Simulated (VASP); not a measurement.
# Nb (Fd-3m) in VASP: single point with PBE

Aim: the single point of Nb with PBE.

All numbers are computed with VASP 6.6.1; they aren't measurements. Logs are shortened: lines on timing, memory, paths and dates and some standing lists are left out, and cuts for length are marked.

### 1 The cell of the first run

The structure is cubic, space group Fd-3m (No. 227). The conventional cell has a = 5.920 Å, b = 5.920 Å, c = 5.920 Å, α = 90.00°, β = 90.00°, γ = 90.00°. Nb (site symmetry -43m) has 4 Nb at 2.56 Å within 3.4 Å.

### 2 Single point, PBE

Contents of INCAR:

```
SYSTEM = Nb
ALGO = Normal
EDIFF = 1E-6
ENCUT = 520
GGA = PE
ISIF = 2
ISMEAR = -1
LASPH = .True.
LCHARG = .True.
LELF = .True.
LREAL = .False.
LVHAR = .True.
LWAVE = .False.
NBANDS = 20
NELM = 100
PREC = Accurate
SIGMA = 0.13605693000000002
```

Contents of KPOINTS:

```
k-points
0
Gamma
  8 8 8
  0 0 0
```

Contents of POSCAR:

```
Nb
1.0
    0.0000000000      2.9602154701      2.9602154701
    2.9602154701      0.0000000000      2.9602154701
    2.9602154701      2.9602154701      0.0000000000
Nb
2
Direct
    0.0000000000      0.0000000000      0.0000000000
    0.2500000000      0.2500000000      0.2500000000
```

Potentials or basis: VASP PAW PBE potentials, release 64 (Nb_sv).

Command:

```
cat potpaw_PBE.64/Nb_sv/POTCAR > POTCAR
mpirun -np 1 vasp_std > vasp.out
```

OUTCAR:

```text
SYSTEM = Nb
   EDIFF = 1E-6
   ENCUT = 520
   GGA = PE
   ISIF = 2
   ISMEAR = -1
   LASPH = .True.
   LREAL = .False.
   NELM = 100
   PREC = Accurate

 ion  position               nearest neighbor table
   1  0.000  0.000  0.000-   2 2.56   2 2.56   2 2.56   2 2.56
   2  0.250  0.250  0.250-   1 2.56   1 2.56   1 2.56   1 2.56

  LATTYP: Found a face centered cubic cell.
 ALAT       =     5.9204309402

  Lattice vectors:

 A1 = (   0.0000000000,   2.9602154701,   2.9602154701)
 A2 = (   2.9602154701,   0.0000000000,   2.9602154701)
 A3 = (   2.9602154701,   2.9602154701,   0.0000000000)

Analysis of symmetry for initial positions (statically):
=====================================================================
 Subroutine PRICEL returns:
 Original cell was already a primitive cell.

 Routine SETGRP: Setting up the symmetry group for a
 face centered cubic supercell.

 Subroutine GETGRP returns: Found 48 space group operations
 (whereof 24 operations were pure point group operations)
 out of a pool of 48 trial point group operations.

The static configuration has the point symmetry T_d .
 The point group associated with its full space group is O_h .

Analysis of symmetry for dynamics (positions and initial velocities):
=====================================================================
 Subroutine PRICEL returns:
 Original cell was already a primitive cell.

 Routine SETGRP: Setting up the symmetry group for a
 face centered cubic supercell.

 Subroutine GETGRP returns: Found 48 space group operations
 (whereof 24 operations were pure point group operations)
 out of a pool of 48 trial point group operations.

The dynamic configuration has the point symmetry T_d .
 The point group associated with its full space group is O_h .

 Subroutine INISYM returns: Found 48 space group operations
 (whereof 24 operations are pure point group operations),
 and found     1 'primitive' translations

----------------------------------------------------------------------------------------

                                     Primitive cell

  volume of cell :      51.8800

  direct lattice vectors                    reciprocal lattice vectors
     0.000000000  2.960215470  2.960215470    -0.168906624  0.168906624  0.168906624
     2.960215470  0.000000000  2.960215470     0.168906624 -0.168906624  0.168906624
     2.960215470  2.960215470  0.000000000     0.168906624  0.168906624 -0.168906624

  length of vectors
     4.186376865  4.186376865  4.186376865     0.292554854  0.292554854  0.292554854

  position of ions in fractional coordinates (direct lattice)
     0.000000000  0.000000000  0.000000000
[... 72 lines left out ...]
   ISPIN  =      1    spin polarized calculation?
   LNONCOLLINEAR =      F non collinear calculations
   LSORBIT =      F    spin-orbit coupling
   LASPH  =      T    aspherical Exc in radial PAW
   ENCUT  =  520.0 eV  38.22 Ry    6.18 a.u.   7.78  7.78  7.78*2*pi/ulx,y,z
   NELM   =    100;   NELMIN=  2; NELMDL= -5     # of ELM steps
   EDIFF  = 0.1E-05   stopping-criterion for ELM
   LREAL  =      F    real-space projection
   EDIFFG = 0.1E-04   stopping-criterion for IOM
   NSW    =      0    number of steps for IOM
   IBRION =     -1    ionic relax: 0-MD 1-quasi-New 2-CG
   NFREE  =      0    steps in history (QN), initial steepest desc. (CG)
   ISIF   =      2    stress and relaxation
   ISYM   =      2    0-nonsym 1-usesym 2-fastsym
   POTIM  = 0.5000    time-step for ionic-motion
   TEBEG  =    0.0;   TEEND  =   0.0 temperature during run
   PSTRESS=    0.0 pullay stress
   NELECT =      26.0000    total number of electrons
   NUPDOWN=      -1.0000    fix difference up-down
   EMIN   =  10.00;   EMAX   =-10.00  energy-range for DOS
   EFERMI =   0.00;   METHOD = LEGACY
   ISMEAR =    -1;   SIGMA  =   0.14  broadening in eV -4-tet -1-fermi 0-gaus
   EFERMI_NEDOS =   21; number of points for ismear=-14 and -15
   IALGO  =     38    algorithm
   IMIX   =      4    mixing-type and parameters
     AMIX     =   0.40;   BMIX     =  1.00
     AMIX_MAG =   1.60;   BMIX_MAG =  1.00
  volume/ion in A,a.u.               =      25.94       175.05
  Fermi-wavevector in a.u.,A,eV,Ry     =   1.300367  2.457337 23.006832  1.690954
  Thomas-Fermi vector in A             =   2.431571
   LORBIT       =      0    0 simple, 1 ext, 2 COOP (PROOUT), +10 PAW based schemes
   GGA     = PE    functional components
   LHFCALC =     F    Hartree Fock is set to
   AEXX    =    0.0000 exact exchange contribution
   IVDW    =     0    specifies the selected vdW correction
   LEPSILON=     F    determine dielectric tensor
   LRPA    =     F    only Hartree local field effects (RPA)
 non-spin polarized calculation
  energy-cutoff  :      520.00
  volume of cell :       51.88
 maximum number of plane-waves:      1411
   NGX = 15   NGY = 15   NGZ = 15

 number of electron      26.0000001 magnetization

 Free energy of the ion-electron system (eV)
  ---------------------------------------------------
  ext. energy  EPLUGINS =         0.00000000
  ---------------------------------------------------
  free energy    TOTEN  =       -15.46412688 eV

  energy without entropy =      -15.24391144  energy(sigma->0) =      -15.35401916

 E-fermi :   6.6337     XC(G=0): -10.2980

 val. band max:        6.6283356583   @ k =  -0.3750   0.2500   0.0000
 cond. band min:       6.7466302286   @ k =   0.3750   0.1250   0.0000
 fundamental gap:      0.1182945703
 Fermi energy:         6.6336744752

 k-point     1 :       0.0000    0.0000    0.0000
  band No.  band energies     occupation
      1     -47.8641      2.00000
      2     -47.1950      2.00000
      3     -24.2544      2.00000
      4     -24.2544      2.00000
      5     -24.2544      2.00000
      6     -23.1528      2.00000
[... 541 lines left out ...]
     19      11.3649      0.00000
     20      11.6939      0.00000

 [... further k-points ...]
[... 5 lines left out ...]
  --------------------------------------------------------------------------------------
  -------------------------------------------------------------------------------------
  Total        0.0142295      0.0142295      0.0142295     -0.0000000     -0.0000000      0.0000000
  in kB        0.4394420      0.4394420      0.4394420     -0.0000000     -0.0000000      0.0000000
  external PRESSURE =       0.4394420 kB  Pullay stress =       0.0000000 kB

 VOLUME and BASIS-vectors are now :
 -----------------------------------------------------------------------------
  energy-cutoff  :      520.00
  volume of cell :       51.88
      direct lattice vectors                 reciprocal lattice vectors
     0.000000000  2.960215470  2.960215470    -0.168906624  0.168906624  0.168906624
     2.960215470  0.000000000  2.960215470     0.168906624 -0.168906624  0.168906624
     2.960215470  2.960215470  0.000000000     0.168906624  0.168906624 -0.168906624

 POSITION                                       TOTAL-FORCE (eV/Angst)
 -----------------------------------------------------------------------------------
      0.00000      0.00000      0.00000         0.000000      0.000000      0.000000
      1.48011      1.48011      1.48011        -0.000000     -0.000000     -0.000000
 -----------------------------------------------------------------------------------
    total drift:                               -0.000000      0.000000      0.000000

  FREE ENERGIE OF THE ION-ELECTRON SYSTEM (eV)
  ---------------------------------------------------
  free  energy   TOTEN  =       -15.4641268795 eV

  energy  without entropy=      -15.2439114369  energy(sigma->0) =      -15.35401916
```

OSZICAR:

```text
N       E                     dE             d eps       ncg     rms          rms(c)
DAV:   1     0.290603272945E+03    0.29060E+03   -0.14396E+04  1160   0.130E+03
DAV:   2     0.455356721404E+01   -0.28605E+03   -0.27898E+03  1380   0.501E+02
DAV:   3    -0.145606467339E+02   -0.19114E+02   -0.18258E+02  2188   0.970E+01
DAV:   4    -0.155088390990E+02   -0.94819E+00   -0.93464E+00  1540   0.183E+01
DAV:   5    -0.155638006107E+02   -0.54962E-01   -0.54793E-01  2064   0.416E+00    0.760E+00
DAV:   6    -0.154328126265E+02    0.13099E+00   -0.54292E-01  1784   0.656E+00    0.330E+00
DAV:   7    -0.154531473873E+02   -0.20335E-01   -0.12284E-01  2076   0.339E+00    0.122E+00
DAV:   8    -0.154641888466E+02   -0.11041E-01   -0.33315E-02  1884   0.164E+00    0.195E-01
DAV:   9    -0.154640163637E+02    0.17248E-03   -0.30305E-03  1856   0.366E-01    0.179E-01
DAV:  10    -0.154641288251E+02   -0.11246E-03   -0.38095E-04  1468   0.223E-01    0.145E-02
DAV:  11    -0.154641273857E+02    0.14394E-05   -0.20248E-05  1776   0.311E-02    0.402E-03
DAV:  12    -0.154641268795E+02    0.50620E-06   -0.14347E-06   944   0.160E-02
   1 F= -.15464127E+02 E0= -.15354019E+02  d E =-.220215E+00
```

Run time: 80 s. Hardware: 1 thread of AMD EPYC 7R13, shared host; peak memory 0.15 GiB.

What came out:

* Free energy: -15.4641 eV
* Pressure: 0.0 GPa
* Band gap on the k mesh: zero (band 13 reaches 7.33 eV, above the bottom of band 14 at 5.90 eV)

Levels at points of the mesh, in eV from the Fermi level:
| k point | band 11 | band 12 | band 13 | band 14 | band 15 | band 16 |
| --- | --- | --- | --- | --- | --- | --- |
| (0.00, 0.00, 0.00) | -1.41 | -0.52 | -0.52 | -0.52 | 1.90 | 1.90 |
| (0.50, 0.00, 0.00) | -1.23 | -1.23 | -0.74 | -0.74 | 0.65 | 2.97 |
| (0.50, 0.50, 0.00) | -0.67 | -0.67 | 0.33 | 0.33 | 1.32 | 1.32 |
